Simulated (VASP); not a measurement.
# Ti (P6_3/mmc) in VASP: single point with r2SCAN

Aim: the single point of Ti with r2SCAN.

Everything below comes from runs of VASP 6.6.1. Logs are shortened: lines on timing, memory, paths and dates and some standing lists are left out, and cuts for length are marked.

**1. The cell of the first run**

It takes space group P6_3/mmc (No. 194, hexagonal). The conventional cell has a = 2.935 Å, b = 2.935 Å, c = 4.639 Å, α = 90.00°, β = 90.00°, γ = 120.00°. Ti (site symmetry -6m2) has 12 Ti at 2.87 to 2.94 Å within 3.8 Å.

**2. Single point, r2SCAN**

The input, POSCAR:

```
Ti
1.0
    2.9350119993      0.0000000000      0.0000000000
   -1.4675059997      2.5417949518      0.0000000000
    0.0000000000      0.0000000000      4.6394582666
Ti
2
Direct
    0.3333333333      0.6666666667      0.2500000000
    0.6666666667      0.3333333333      0.7500000000
```

The input, INCAR.step1:

```
PREC = Accurate
ENCUT = 520
ISMEAR = -1
SIGMA = 0.05
LREAL = False
LASPH = True
NELM = 60
NBANDS = 19
GGA = PE
ALGO = Normal
EDIFF = 1E-4
LWAVE = True
LCHARG = False
```

The input, INCAR.step2:

```
PREC = Accurate
ENCUT = 520
EDIFF = 1E-6
ISMEAR = -1
SIGMA = 0.05
LREAL = False
LASPH = True
NELM = 60
ALGO = Normal
ISIF = 2
LWAVE = False
LCHARG = True
METAGGA = R2SCAN
LMIXTAU = True
LELF = True
LVHAR = True
NBANDS = 19
ISTART = 1
```

The input, KPOINTS:

```
Automatic mesh
0
Gamma
  20 20 11
```

Potentials or basis: VASP PAW PBE potentials, release 64 (Ti_sv).

On the command line:

```console
> cat potpaw_PBE.64/Ti_sv/POTCAR > POTCAR
> cp INCAR.step1 INCAR
> mpirun -np 1 vasp_std > vasp.out
> cp INCAR.step2 INCAR
> mpirun -np 1 vasp_std > vasp.out
```

OUTCAR:

```text
PREC = Accurate
   ENCUT = 520
   EDIFF = 1E-6
   ISMEAR = -1
   LREAL = False
   LASPH = True
   NELM = 60
   ISIF = 2
   METAGGA = R2SCAN
   ISTART = 1

 ion  position               nearest neighbor table
   1  0.333  0.667  0.250-   2 2.87   2 2.87   2 2.87   2 2.87   2 2.87   2 2.87
   2  0.667  0.333  0.750-   1 2.87   1 2.87   1 2.87   1 2.87   1 2.87   1 2.87

  LATTYP: Found a hexagonal cell.
 ALAT       =     2.9350119993
 C/A-ratio  =     1.5807288923

  Lattice vectors:

 A1 = (   2.9350119993,   0.0000000000,   0.0000000000)
 A2 = (  -1.4675059997,   2.5417949518,   0.0000000000)
 A3 = (   0.0000000000,   0.0000000000,   4.6394582666)

Analysis of symmetry for initial positions (statically):
=====================================================================
 Subroutine PRICEL returns:
 Original cell was already a primitive cell.

 Routine SETGRP: Setting up the symmetry group for a
 hexagonal supercell.

 Subroutine GETGRP returns: Found 24 space group operations
 (whereof 12 operations were pure point group operations)
 out of a pool of 24 trial point group operations.

The static configuration has the point symmetry D_3d.
 The point group associated with its full space group is D_6h.

Analysis of symmetry for dynamics (positions and initial velocities):
=====================================================================
 Subroutine PRICEL returns:
 Original cell was already a primitive cell.

 Routine SETGRP: Setting up the symmetry group for a
 hexagonal supercell.

 Subroutine GETGRP returns: Found 24 space group operations
 (whereof 12 operations were pure point group operations)
 out of a pool of 24 trial point group operations.

The dynamic configuration has the point symmetry D_3d.
 The point group associated with its full space group is D_6h.

 Subroutine INISYM returns: Found 24 space group operations
 (whereof 12 operations are pure point group operations),
 and found     1 'primitive' translations

----------------------------------------------------------------------------------------

                                     Primitive cell

  volume of cell :      34.6113

  direct lattice vectors                    reciprocal lattice vectors
     2.935011999  0.000000000  0.000000000     0.340714110  0.196711383  0.000000000
    -1.467506000  2.541794952  0.000000000     0.000000000  0.393422766  0.000000000
     0.000000000  0.000000000  4.639458267     0.000000000  0.000000000  0.215542407

  length of vectors
     2.935011999  2.935011999  4.639458267     0.393422766  0.393422766  0.215542407

  position of ions in fractional coordinates (direct lattice)
     0.333333333  0.666666667  0.250000000
     0.666666667  0.333333333  0.750000000

  ion indices of the primitive-cell ions
   primitive index   ion index
                 1           1
                 2           2

----------------------------------------------------------------------------------------

 KPOINTS: Automatic mesh

Automatic generation of k-mesh.
 Grid dimensions read from file:
 generate k-points for:   20   20   11

 Generating k-lattice:

  Cartesian coordinates                     Fractional coordinates (reciprocal lattice)
     0.017035705  0.009835569  0.000000000     0.050000000  0.000000000  0.000000000
     0.000000000  0.019671138  0.000000000     0.000000000  0.050000000  0.000000000
     0.000000000  0.000000000  0.019594764     0.000000000  0.000000000  0.090909091

  Length of vectors
     0.019671138  0.019671138  0.019594764

  Shift w.r.t. Gamma in fractional coordinates (k-lattice)
     0.000000000  0.000000000  0.000000000

 Subroutine IBZKPT returns following result:
 ===========================================

 Found    264 irreducible k-points:

 Following reciprocal coordinates:
            Coordinates               Weight
  0.000000  0.000000  0.000000      1.000000
  0.050000 -0.000000  0.000000      6.000000
  0.100000 -0.000000  0.000000      6.000000
  0.150000  0.000000  0.000000      6.000000
  0.200000 -0.000000  0.000000      6.000000
  0.250000  0.000000  0.000000      6.000000
[... 16 lines left out ...]
  0.200000  0.100000  0.000000     12.000000
  0.250000  0.100000  0.000000     12.000000
 [... further k-points ...]
   k-points           NKPTS =    264   k-points in BZ     NKDIM =    264   number of bands    NBANDS=     19
   number of dos      NEDOS =    301   number of ions     NIONS =      2
   total plane-waves  NPLWV =  20736
   dimension x,y,z NGX =    24 NGY =   24 NGZ =   36
   dimension x,y,z NGXF=    48 NGYF=   48 NGZF=   72
   ions per type =               2
   NGX,Y,Z   is equivalent  to a cutoff of  13.59, 13.59, 12.90 a.u.
   NGXF,Y,Z  is equivalent  to a cutoff of  27.19, 27.19, 25.80 a.u.
 SYSTEM =  unknown system
   PREC   = accura    normal or accurate (medium, high low for compatibility)
   ISTART =      1    job   : 0-new  1-cont  2-samecut
   ICHARG =      0    charge: 1-file 2-atom 10-const
   ISPIN  =      1    spin polarized calculation?
   LNONCOLLINEAR =      F non collinear calculations
   LSORBIT =      F    spin-orbit coupling
   LASPH  =      T    aspherical Exc in radial PAW
   ENCUT  =  520.0 eV  38.22 Ry    6.18 a.u.   5.46  5.46  8.63*2*pi/ulx,y,z
   NELM   =     60;   NELMIN=  2; NELMDL=  0     # of ELM steps
   EDIFF  = 0.1E-05   stopping-criterion for ELM
   LREAL  =      F    real-space projection
   EDIFFG = 0.1E-04   stopping-criterion for IOM
   NSW    =      0    number of steps for IOM
   IBRION =     -1    ionic relax: 0-MD 1-quasi-New 2-CG
   NFREE  =      0    steps in history (QN), initial steepest desc. (CG)
   ISIF   =      2    stress and relaxation
   ISYM   =      2    0-nonsym 1-usesym 2-fastsym
   POTIM  = 0.5000    time-step for ionic-motion
   TEBEG  =    0.0;   TEEND  =   0.0 temperature during run
   PSTRESS=    0.0 pullay stress
   NELECT =      24.0000    total number of electrons
   NUPDOWN=      -1.0000    fix difference up-down
   EMIN   =  10.00;   EMAX   =-10.00  energy-range for DOS
   EFERMI =   0.00;   METHOD = LEGACY
   ISMEAR =    -1;   SIGMA  =   0.05  broadening in eV -4-tet -1-fermi 0-gaus
   EFERMI_NEDOS =   21; number of points for ismear=-14 and -15
   IALGO  =     38    algorithm
   IMIX   =      4    mixing-type and parameters
     AMIX     =   0.40;   BMIX     =  1.00
     AMIX_MAG =   1.60;   BMIX_MAG =  1.00
  volume/ion in A,a.u.               =      17.31       116.78
  Fermi-wavevector in a.u.,A,eV,Ry     =   1.449014  2.738240 28.567372  2.099643
  Thomas-Fermi vector in A             =   2.566789
   LORBIT       =      0    0 simple, 1 ext, 2 COOP (PROOUT), +10 PAW based schemes
   METAGGA = R2SCAN    functional components
   LHFCALC =     F    Hartree Fock is set to
   AEXX    =    0.0000 exact exchange contribution
   IVDW    =     0    specifies the selected vdW correction
   LEPSILON=     F    determine dielectric tensor
   LRPA    =     F    only Hartree local field effects (RPA)
 non-spin polarized calculation
  energy-cutoff  :      520.00
  volume of cell :       34.61
 maximum number of plane-waves:       965
 NGX is ok and might be reduce to    24
   NGX = 11   NGY = 11   NGZ = 17

 number of electron      24.0000001 magnetization

 Free energy of the ion-electron system (eV)
  ---------------------------------------------------
  ext. energy  EPLUGINS =         0.00000000
  ---------------------------------------------------
  free energy    TOTEN  =       -25.90841995 eV

  energy without entropy =      -25.89417106  energy(sigma->0) =      -25.90129551

 E-fermi :   8.4425     XC(G=0): -12.4148

 val. band max:        8.4413041129   @ k =   0.3000   0.2000   0.3636
 cond. band min:       8.4513062484   @ k =   0.1000   0.1000   0.1818
 fundamental gap:      0.0100021355
 Fermi energy:         8.4425293559

 k-point     1 :       0.0000    0.0000    0.0000
  band No.  band energies     occupation
      1     -50.7951      2.00000
      2     -50.6484      2.00000
      3     -26.3625      2.00000
      4     -25.6862      2.00000
      5     -25.6862      2.00000
      6     -25.6143      2.00000
[... 11 lines left out ...]
     18      10.2607      0.00000
     19      11.8340      0.00000

 k-point     2 :       0.0500   -0.0000    0.0000
  band No.  band energies     occupation
      1     -50.7924      2.00000
      2     -50.6473      2.00000
      3     -26.3566      2.00000
      4     -25.6981      2.00000
      5     -25.6902      2.00000
      6     -25.6168      2.00000
[... 11 lines left out ...]
     18      10.2175      0.00000
     19      11.8577      0.00000

 k-point     3 :       0.1000   -0.0000    0.0000
  band No.  band energies     occupation
      1     -50.7847      2.00000
      2     -50.6444      2.00000
      3     -26.3393      2.00000
      4     -25.7328      2.00000
      5     -25.7017      2.00000
      6     -25.6297      2.00000
[... 11 lines left out ...]
     18      10.1001      0.00000
     19      11.9186      0.00000

 k-point     4 :       0.1500    0.0000    0.0000
  band No.  band energies     occupation
      1     -50.7725      2.00000
      2     -50.6399      2.00000
      3     -26.3115      2.00000
      4     -25.7872      2.00000
      5     -25.7192      2.00000
      6     -25.6848      2.00000
[... 11 lines left out ...]
     18      10.2384      0.00000
     19      11.9964      0.00000

 k-point     5 :       0.2000   -0.0000    0.0000
  band No.  band energies     occupation
      1     -50.7567      2.00000
      2     -50.6347      2.00000
      3     -26.2747      2.00000
      4     -25.8563      2.00000
      5     -25.7527      2.00000
      6     -25.7407      2.00000
[... 11 lines left out ...]
     18      10.5238      0.00000
     19      12.0741      0.00000

 k-point     6 :       0.2500    0.0000    0.0000
  band No.  band energies     occupation
      1     -50.7386      2.00000
      2     -50.6295      2.00000
      3     -26.2308      2.00000
      4     -25.9334      2.00000
      5     -25.8261      2.00000
      6     -25.7638      2.00000
[... 11 lines left out ...]
     18      10.8582      0.00000
     19      12.1416      0.00000

 k-point     7 :       0.3000    0.0000    0.0000
  band No.  band energies     occupation
      1     -50.7196      2.00000
      2     -50.6251      2.00000
      3     -26.1824      2.00000
      4     -26.0109      2.00000
      5     -25.8978      2.00000
      6     -25.7865      2.00000
[... 11 lines left out ...]
     18      11.2169      0.00000
     19      12.1951      0.00000

 k-point     8 :       0.3500    0.0000    0.0000
  band No.  band energies     occupation
      1     -50.7013      2.00000
      2     -50.6222      2.00000
      3     -26.1329      2.00000
      4     -26.0811      2.00000
      5     -25.9612      2.00000
      6     -25.8065      2.00000
[... 256 lines left out ...]
 k-point    20 :       0.4500    0.0500    0.0000
  band No.  band energies     occupation
      1     -50.6699      2.00000
      2     -50.6222      2.00000
      3     -26.1781      2.00000
      4     -26.0472      2.00000
      5     -26.0381      2.00000
      6     -25.8414      2.00000
[... 11 lines left out ...]
     18      12.2585      0.00000
     19      12.8967      0.00000

 k-point    21 :       0.1000    0.1000    0.0000
  band No.  band energies     occupation
      1     -50.7655      2.00000
      2     -50.6375      2.00000
      3     -26.2954      2.00000
      4     -25.8057      2.00000
      5     -25.7617      2.00000
      6     -25.6868      2.00000
[... 11 lines left out ...]
     18      10.4238      0.00000
     19      12.0075      0.00000

 k-point    22 :       0.1500    0.1000    0.0000
  band No.  band energies     occupation
      1     -50.7503      2.00000
      2     -50.6327      2.00000
      3     -26.2594      2.00000
      4     -25.8633      2.00000
      5     -25.8164      2.00000
      6     -25.7189      2.00000
[... 11 lines left out ...]
     18      10.7488      0.00000
     19      12.0576      0.00000

 k-point    23 :       0.2000    0.1000    0.0000
  band No.  band energies     occupation
      1     -50.7329      2.00000
      2     -50.6280      2.00000
      3     -26.2165      2.00000
      4     -25.9331      2.00000
      5     -25.8718      2.00000
      6     -25.7539      2.00000
[... 11 lines left out ...]
     18      11.1254      0.00000
     19      12.1044      0.00000

 k-point    24 :       0.2500    0.1000    0.0000
  band No.  band energies     occupation
      1     -50.7145      2.00000
      2     -50.6241      2.00000
      3     -26.1691      2.00000
      4     -26.0060      2.00000
      5     -25.9243      2.00000
      6     -25.7883      2.00000
[... 11 lines left out ...]
     18      11.5372      0.00000
     19      12.1433      0.00000

 [... further k-points ...]

------------------------ aborting loop because EDIFF is reached ----------------------------------------

  FORCE on cell =-STRESS in cart. coord.  units (eV):
  Direction    XX          YY          ZZ          XY          YZ          ZX
  --------------------------------------------------------------------------------------
  -------------------------------------------------------------------------------------
  Total        0.0821939      0.0821939      0.0709513     -0.0000000      0.0000000      0.0000000
  in kB        3.8048077      3.8048077      3.2843801     -0.0000000      0.0000000      0.0000000
  external PRESSURE =       3.6313319 kB  Pullay stress =       0.0000000 kB

 VOLUME and BASIS-vectors are now :
 -----------------------------------------------------------------------------
  energy-cutoff  :      520.00
  volume of cell :       34.61
      direct lattice vectors                 reciprocal lattice vectors
     2.935011999  0.000000000  0.000000000     0.340714110  0.196711383  0.000000000
    -1.467506000  2.541794952  0.000000000     0.000000000  0.393422766  0.000000000
     0.000000000  0.000000000  4.639458267     0.000000000  0.000000000  0.215542407

 POSITION                                       TOTAL-FORCE (eV/Angst)
 -----------------------------------------------------------------------------------
     -0.00000      1.69453      1.15986        -0.000000      0.000000      0.000000
      1.46751      0.84726      3.47959         0.000000     -0.000000      0.000000
 -----------------------------------------------------------------------------------
    total drift:                               -0.000000      0.000000     -0.000000

  FREE ENERGIE OF THE ION-ELECTRON SYSTEM (eV)
  ---------------------------------------------------
  free  energy   TOTEN  =       -25.9084199537 eV

  energy  without entropy=      -25.8941710580  energy(sigma->0) =      -25.90129551
```

It took 11 min on 1 thread of Intel Xeon 8259CL, shared host; peak memory 0.27 GiB.

Results:

```yaml
Free_energy: -25.9084 eV
Pressure: 0.4 GPa
Band_gap_on_the_k_mesh: zero (bands 12 and 13 overlap by 1.27 eV)
```

Caveat: the PAW data sets were made with another functional, which shifts forces and pressure a little.
